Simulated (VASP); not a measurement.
# Sc (P6_3/mmc) in VASP: further runs

The runs below take Sc through single point, with PBE.

Program: VASP 6.6.1. These are calculated values, not measurements. Logs are shortened: lines on timing, memory, paths and dates and some standing lists are left out, and cuts for length are marked.

**1. The cell of the first run**

The structure is hexagonal, space group P6_3/mmc (No. 194). The conventional cell has a = 3.187 Å, b = 3.187 Å, c = 4.929 Å, α = 90.00°, β = 90.00°, γ = 120.00°. Sc (site symmetry -6m2) has 12 Sc at 3.08 to 3.19 Å within 4.0 Å.

**2. Single point, PBE (volume scaled by 0.88, then relaxed in part)**

INCAR

```
SYSTEM = Sc
PREC = Accurate ; ENCUT = 520
EDIFF = 1E-7 ; ISMEAR = 0
SIGMA = 0.1 ; LREAL = .False.
LASPH = .True. ; NELM = 60
ALGO = Fast ; ISIF = 2
LWAVE = .False. ; LCHARG = .False.
GGA = PE ; NBANDS = 18
```

KPOINTS

```
Automatic mesh
0
Gamma
  15 15 8
  0 0 0
```

POSCAR

```
Sc
1.0
    3.1869482390      0.0000000000      0.0000000000
   -1.5934741195      2.7599781355      0.0000000000
    0.0000000000      0.0000000000      4.9288352705
Sc
2
Direct
    0.3333333333      0.6666666667      0.2500000000
    0.6666666667      0.3333333333      0.7500000000
```

Potentials or basis: VASP PAW PBE potentials, release 64 (Sc_sv).

Command:

```sh
> cat potpaw_PBE.64/Sc_sv/POTCAR > POTCAR
> mpirun -np 1 vasp_std > vasp.out
```

OUTCAR:

```text
SYSTEM = Sc
   PREC = Accurate
   ENCUT = 520
   EDIFF = 1E-7
   ISMEAR = 0
   LREAL = .False.
   LASPH = .True.
   NELM = 60
   ISIF = 2
   GGA = PE

 ion  position               nearest neighbor table
   1  0.333  0.667  0.250-   2 3.08   2 3.08   2 3.08   2 3.08   2 3.08   2 3.08
   2  0.667  0.333  0.750-   1 3.08   1 3.08   1 3.08   1 3.08   1 3.08   1 3.08

  LATTYP: Found a hexagonal cell.
 ALAT       =     3.1869482390
 C/A-ratio  =     1.5465689747

  Lattice vectors:

 A1 = (   3.1869482390,   0.0000000000,   0.0000000000)
 A2 = (  -1.5934741195,   2.7599781355,   0.0000000000)
 A3 = (   0.0000000000,   0.0000000000,   4.9288352705)

Analysis of symmetry for initial positions (statically):
=====================================================================
 Subroutine PRICEL returns:
 Original cell was already a primitive cell.

 Routine SETGRP: Setting up the symmetry group for a
 hexagonal supercell.

 Subroutine GETGRP returns: Found 24 space group operations
 (whereof 12 operations were pure point group operations)
 out of a pool of 24 trial point group operations.

The static configuration has the point symmetry D_3d.
 The point group associated with its full space group is D_6h.

Analysis of symmetry for dynamics (positions and initial velocities):
=====================================================================
 Subroutine PRICEL returns:
 Original cell was already a primitive cell.

 Routine SETGRP: Setting up the symmetry group for a
 hexagonal supercell.

 Subroutine GETGRP returns: Found 24 space group operations
 (whereof 12 operations were pure point group operations)
 out of a pool of 24 trial point group operations.

The dynamic configuration has the point symmetry D_3d.
 The point group associated with its full space group is D_6h.

 Subroutine INISYM returns: Found 24 space group operations
 (whereof 12 operations are pure point group operations),
 and found     1 'primitive' translations

----------------------------------------------------------------------------------------

                                     Primitive cell

  volume of cell :      43.3536

  direct lattice vectors                    reciprocal lattice vectors
     3.186948239  0.000000000  0.000000000     0.313779806  0.181160855  0.000000000
    -1.593474119  2.759978135  0.000000000     0.000000000  0.362321711  0.000000000
     0.000000000  0.000000000  4.928835270     0.000000000  0.000000000  0.202887690

  length of vectors
     3.186948239  3.186948239  4.928835270     0.362321711  0.362321711  0.202887690

  position of ions in fractional coordinates (direct lattice)
     0.333333333  0.666666667  0.250000000
     0.666666667  0.333333333  0.750000000

  ion indices of the primitive-cell ions
   primitive index   ion index
                 1           1
                 2           2

----------------------------------------------------------------------------------------

 KPOINTS: Automatic mesh

Automatic generation of k-mesh.
 Grid dimensions read from file:
 generate k-points for:   15   15    8

 Generating k-lattice:

  Cartesian coordinates                     Fractional coordinates (reciprocal lattice)
     0.020918654  0.012077390  0.000000000     0.066666667  0.000000000  0.000000000
     0.000000000  0.024154781  0.000000000     0.000000000  0.066666667  0.000000000
     0.000000000  0.000000000  0.025360961     0.000000000  0.000000000  0.125000000

  Length of vectors
     0.024154781  0.024154781  0.025360961

  Shift w.r.t. Gamma in fractional coordinates (k-lattice)
     0.000000000  0.000000000  0.000000000

 Subroutine IBZKPT returns following result:
 ===========================================

 Found    135 irreducible k-points:

 Following reciprocal coordinates:
            Coordinates               Weight
  0.000000  0.000000  0.000000      1.000000
  0.066667 -0.000000  0.000000      6.000000
  0.133333  0.000000  0.000000      6.000000
  0.200000  0.000000  0.000000      6.000000
  0.266667  0.000000  0.000000      6.000000
  0.333333  0.000000  0.000000      6.000000
[... 16 lines left out ...]
  0.333333  0.200000  0.000000     12.000000
  0.400000  0.200000  0.000000      6.000000
 [... further k-points ...]
   k-points           NKPTS =    135   k-points in BZ     NKDIM =    135   number of bands    NBANDS=     18
   number of dos      NEDOS =    301   number of ions     NIONS =      2
   total plane-waves  NPLWV =  23040
   dimension x,y,z NGX =    24 NGY =   24 NGZ =   40
   dimension x,y,z NGXF=    48 NGYF=   48 NGZF=   80
   ions per type =               2
   NGX,Y,Z   is equivalent  to a cutoff of  12.52, 12.52, 13.49 a.u.
   NGXF,Y,Z  is equivalent  to a cutoff of  25.04, 25.04, 26.98 a.u.
 SYSTEM =  Sc
   PREC   = accura    normal or accurate (medium, high low for compatibility)
   ISTART =      0    job   : 0-new  1-cont  2-samecut
   ICHARG =      2    charge: 1-file 2-atom 10-const
   ISPIN  =      1    spin polarized calculation?
   LNONCOLLINEAR =      F non collinear calculations
   LSORBIT =      F    spin-orbit coupling
   LASPH  =      T    aspherical Exc in radial PAW
   ENCUT  =  520.0 eV  38.22 Ry    6.18 a.u.   5.93  5.93  9.16*2*pi/ulx,y,z
   NELM   =     60;   NELMIN=  2; NELMDL= -5     # of ELM steps
   EDIFF  = 0.1E-06   stopping-criterion for ELM
   LREAL  =      F    real-space projection
   EDIFFG = 0.1E-05   stopping-criterion for IOM
   NSW    =      0    number of steps for IOM
   IBRION =     -1    ionic relax: 0-MD 1-quasi-New 2-CG
   NFREE  =      0    steps in history (QN), initial steepest desc. (CG)
   ISIF   =      2    stress and relaxation
   ISYM   =      2    0-nonsym 1-usesym 2-fastsym
   POTIM  = 0.5000    time-step for ionic-motion
   TEBEG  =    0.0;   TEEND  =   0.0 temperature during run
   PSTRESS=    0.0 pullay stress
   NELECT =      22.0000    total number of electrons
   NUPDOWN=      -1.0000    fix difference up-down
   EMIN   =  10.00;   EMAX   =-10.00  energy-range for DOS
   EFERMI =   0.00;   METHOD = LEGACY
   ISMEAR =     0;   SIGMA  =   0.10  broadening in eV -4-tet -1-fermi 0-gaus
   EFERMI_NEDOS =   21; number of points for ismear=-14 and -15
   IALGO  =     68    algorithm
   IMIX   =      4    mixing-type and parameters
     AMIX     =   0.40;   BMIX     =  1.00
     AMIX_MAG =   1.60;   BMIX_MAG =  1.00
  volume/ion in A,a.u.               =      21.68       146.28
  Fermi-wavevector in a.u.,A,eV,Ry     =   1.305792  2.467589 23.199203  1.705093
  Thomas-Fermi vector in A             =   2.436638
   LORBIT       =      0    0 simple, 1 ext, 2 COOP (PROOUT), +10 PAW based schemes
   GGA     = PE    functional components
   LHFCALC =     F    Hartree Fock is set to
   AEXX    =    0.0000 exact exchange contribution
   IVDW    =     0    specifies the selected vdW correction
   LEPSILON=     F    determine dielectric tensor
   LRPA    =     F    only Hartree local field effects (RPA)
 non-spin polarized calculation
 RMM-DIIS sequential band-by-band and
 Gauss-broadening in eV      SIGMA  =   0.10
  energy-cutoff  :      520.00
  volume of cell :       43.35
 maximum number of plane-waves:      1185
 NGX is ok and might be reduce to    24
   NGX = 11   NGY = 11   NGZ = 19

 number of electron      21.9999991 magnetization

 Free energy of the ion-electron system (eV)
  ---------------------------------------------------
  ext. energy  EPLUGINS =         0.00000000
  ---------------------------------------------------
  free energy    TOTEN  =       -12.35992571 eV

  energy without entropy =      -12.34368473  energy(sigma->0) =      -12.35180522

 E-fermi :   4.4630     XC(G=0): -10.4050

 val. band max:        4.4583066032   @ k =   0.2000   0.2000   0.2500
 cond. band min:       4.4708258390   @ k =   0.3333   0.1333   0.2500
 fundamental gap:      0.0125192359
 Fermi energy:         4.4630416576

 k-point     1 :       0.0000    0.0000    0.0000
  band No.  band energies     occupation
      1     -44.6285      2.00000
      2     -44.5037      2.00000
      3     -23.5927      2.00000
      4     -23.0626      2.00000
      5     -23.0626      2.00000
      6     -22.9604      2.00000
[... 10 lines left out ...]
     17       7.0377      0.00000
     18       7.0378      0.00000

 k-point     2 :       0.0667   -0.0000    0.0000
  band No.  band energies     occupation
      1     -44.6250      2.00000
      2     -44.5026      2.00000
      3     -23.5837      2.00000
      4     -23.0795      2.00000
      5     -23.0686      2.00000
      6     -22.9783      2.00000
[... 10 lines left out ...]
     17       6.9455      0.00000
     18       6.9651      0.00000

 k-point     3 :       0.1333    0.0000    0.0000
  band No.  band energies     occupation
      1     -44.6148      2.00000
      2     -44.4995      2.00000
      3     -23.5577      2.00000
      4     -23.1276      2.00000
      5     -23.0851      2.00000
      6     -23.0281      2.00000
[... 10 lines left out ...]
     17       6.9778      0.00000
     18       7.0404      0.00000

 k-point     4 :       0.2000    0.0000    0.0000
  band No.  band energies     occupation
      1     -44.5993      2.00000
      2     -44.4955      2.00000
      3     -23.5169      2.00000
      4     -23.1991      2.00000
      5     -23.1085      2.00000
      6     -23.0995      2.00000
[... 10 lines left out ...]
     17       7.2824      0.00000
     18       7.3729      0.00000

 k-point     5 :       0.2667    0.0000    0.0000
  band No.  band energies     occupation
      1     -44.5806      2.00000
      2     -44.4917      2.00000
      3     -23.4651      2.00000
      4     -23.2820      2.00000
      5     -23.1786      2.00000
      6     -23.1344      2.00000
[... 10 lines left out ...]
     17       7.6572      0.00000
     18       7.7884      0.00000

 k-point     6 :       0.3333    0.0000    0.0000
  band No.  band energies     occupation
      1     -44.5612      2.00000
      2     -44.4895      2.00000
      3     -23.4078      2.00000
      4     -23.3619      2.00000
      5     -23.2517      2.00000
      6     -23.1584      2.00000
[... 10 lines left out ...]
     17       8.1251      0.00000
     18       8.2358      0.00000

 k-point     7 :       0.4000    0.0000    0.0000
  band No.  band energies     occupation
      1     -44.5442      2.00000
      2     -44.4896      2.00000
      3     -23.4245      2.00000
      4     -23.3530      2.00000
      5     -23.3073      2.00000
      6     -23.1768      2.00000
[... 10 lines left out ...]
     17       8.6678      0.00000
     18       8.7196      0.00000

 k-point     8 :       0.4667    0.0000    0.0000
  band No.  band energies     occupation
      1     -44.5335      2.00000
      2     -44.4910      2.00000
      3     -23.4587      2.00000
      4     -23.3373      2.00000
      5     -23.3154      2.00000
      6     -23.1867      2.00000
[... 10 lines left out ...]
     17       9.0747      0.00000
     18       9.2812      0.00000
[... 229 lines left out ...]
     17       8.6216      0.00000
     18       9.1752      0.00000

 k-point    20 :       0.4000    0.1333    0.0000
  band No.  band energies     occupation
      1     -44.5279      2.00000
      2     -44.4922      2.00000
      3     -23.4400      2.00000
      4     -23.3221      2.00000
      5     -23.2950      2.00000
      6     -23.2189      2.00000
[... 10 lines left out ...]
     17       8.8114      0.00000
     18       9.0585      0.00000

 k-point    21 :       0.2000    0.2000    0.0000
  band No.  band energies     occupation
      1     -44.5563      2.00000
      2     -44.4892      2.00000
      3     -23.3928      2.00000
      4     -23.3169      2.00000
      5     -23.3013      2.00000
      6     -23.1499      2.00000
[... 10 lines left out ...]
     17       8.2001      0.00000
     18       8.6725      0.00000

 k-point    22 :       0.2667    0.2000    0.0000
  band No.  band energies     occupation
      1     -44.5397      2.00000
      2     -44.4899      2.00000
      3     -23.3724      2.00000
      4     -23.3382      2.00000
      5     -23.3164      2.00000
      6     -23.1906      2.00000
[... 10 lines left out ...]
     17       8.6276      0.00000
     18       9.0177      0.00000

 k-point    23 :       0.3333    0.2000    0.0000
  band No.  band energies     occupation
      1     -44.5261      2.00000
      2     -44.4927      2.00000
      3     -23.4102      2.00000
      4     -23.3134      2.00000
      5     -23.2886      2.00000
      6     -23.2323      2.00000
[... 10 lines left out ...]
     17       8.8448      0.00000
     18       9.0452      0.00000

 k-point    24 :       0.4000    0.2000    0.0000
  band No.  band energies     occupation
      1     -44.5201      2.00000
      2     -44.4949      2.00000
      3     -23.4234      2.00000
      4     -23.3051      2.00000
      5     -23.2644      2.00000
      6     -23.2546      2.00000
[... 10 lines left out ...]
     17       8.8245      0.00000
     18       9.0174      0.00000

 [... further k-points ...]

------------------------ aborting loop because EDIFF is reached ----------------------------------------

  FORCE on cell =-STRESS in cart. coord.  units (eV):
  Direction    XX          YY          ZZ          XY          YZ          ZX
  --------------------------------------------------------------------------------------
  -------------------------------------------------------------------------------------
  Total        2.3292784      2.3292784      2.3354430      0.0000000      0.0000000      0.0000000
  in kB       86.0809443     86.0809443     86.3087640      0.0000000      0.0000000      0.0000000
  external PRESSURE =      86.1568842 kB  Pullay stress =       0.0000000 kB

 VOLUME and BASIS-vectors are now :
 -----------------------------------------------------------------------------
  energy-cutoff  :      520.00
  volume of cell :       43.35
      direct lattice vectors                 reciprocal lattice vectors
     3.186948239  0.000000000  0.000000000     0.313779806  0.181160855  0.000000000
    -1.593474119  2.759978135  0.000000000     0.000000000  0.362321711  0.000000000
     0.000000000  0.000000000  4.928835270     0.000000000  0.000000000  0.202887690

 POSITION                                       TOTAL-FORCE (eV/Angst)
 -----------------------------------------------------------------------------------
     -0.00000      1.83999      1.23221         0.000000      0.000000      0.000000
      1.59347      0.91999      3.69663        -0.000000      0.000000      0.000000
 -----------------------------------------------------------------------------------
    total drift:                               -0.000000      0.000000     -0.000000

  FREE ENERGIE OF THE ION-ELECTRON SYSTEM (eV)
  ---------------------------------------------------
  free  energy   TOTEN  =       -12.3599257059 eV

  energy  without entropy=      -12.3436847293  energy(sigma->0) =      -12.35180522
```

Run time: 90 s. Hardware: 1 thread of Intel Xeon 6975P-C, shared host; peak memory 0.22 GiB.

Results:

```
Free energy            : -12.3599 eV
Pressure               : 8.6 GPa
Band gap on the k mesh : zero (band 11 reaches 5.56 eV, above the bottom of band 12 at 3.81 eV)
```

Levels at points of the mesh, in eV from the Fermi level:
| k point | band 7 | band 8 | band 9 | band 10 | band 11 | band 12 | band 13 | band 14 | band 15 | band 16 |
| --- | --- | --- | --- | --- | --- | --- | --- | --- | --- | --- |
| (0.00, 0.00, 0.00) | -27.42 | -27.38 | -5.34 | -1.81 | 1.01 | 1.74 | 1.74 | 2.10 | 2.29 | 2.29 |
| (0.00, 0.00, 0.50) | -27.47 | -27.47 | -3.62 | -3.62 | 1.09 | 1.09 | 1.63 | 1.63 | 1.63 | 1.63 |

**3. Single point, PBE (volume scaled by 0.91, then relaxed in part)**

INCAR

```
SYSTEM = Sc
PREC = Accurate
ENCUT = 520
EDIFF = 1E-6
ISMEAR = 0
SIGMA = 0.1
LREAL = .FALSE.
LASPH = .TRUE.
NELM = 100
ALGO = Normal
ISIF = 2
LWAVE = .FALSE.
LCHARG = .FALSE.
GGA = PE
NBANDS = 18
```

KPOINTS

```
regular mesh
0
G
  15 15 8
  0 0 0
```

POSCAR

```
Sc
1.0
    3.2193436026      0.0000000000      0.0000000000
   -1.6096718013      2.7880333434      0.0000000000
    0.0000000000      0.0000000000      4.9948031877
Sc
2
Direct
    0.3333333333      0.6666666667      0.2500000000
    0.6666666667      0.3333333333      0.7500000000
```

Potentials or basis: VASP PAW PBE potentials, release 64 (Sc_sv).

Command:

```sh
> cat potpaw_PBE.64/Sc_sv/POTCAR > POTCAR
> mpirun -np 1 vasp_std > vasp.out
```

Run time: 62 s. Hardware: 1 thread of Intel Xeon 6975P-C, shared host; peak memory 0.22 GiB.

The run converged. Its results:

- Free energy: -12.4279 eV
- Pressure: 6.0 GPa
- Band gap on the k mesh: zero (band 11 reaches 5.31 eV, above the bottom of band 12 at 3.61 eV)

Stress tensor (GPa, compression positive):
```
6.07 0.00 0.00
0.00 6.07 0.00
0.00 0.00 5.94
```

Levels at points of the mesh, in eV from the Fermi level:
| k point | band 7 | band 8 | band 9 | band 10 | band 11 | band 12 | band 13 | band 14 | band 15 | band 16 |
| --- | --- | --- | --- | --- | --- | --- | --- | --- | --- | --- |
| (0.00, 0.00, 0.00) | -27.53 | -27.50 | -5.29 | -1.76 | 0.88 | 1.70 | 1.70 | 2.03 | 2.22 | 2.22 |
| (0.00, 0.00, 0.50) | -27.58 | -27.58 | -3.62 | -3.62 | 1.06 | 1.06 | 1.60 | 1.60 | 1.60 | 1.60 |
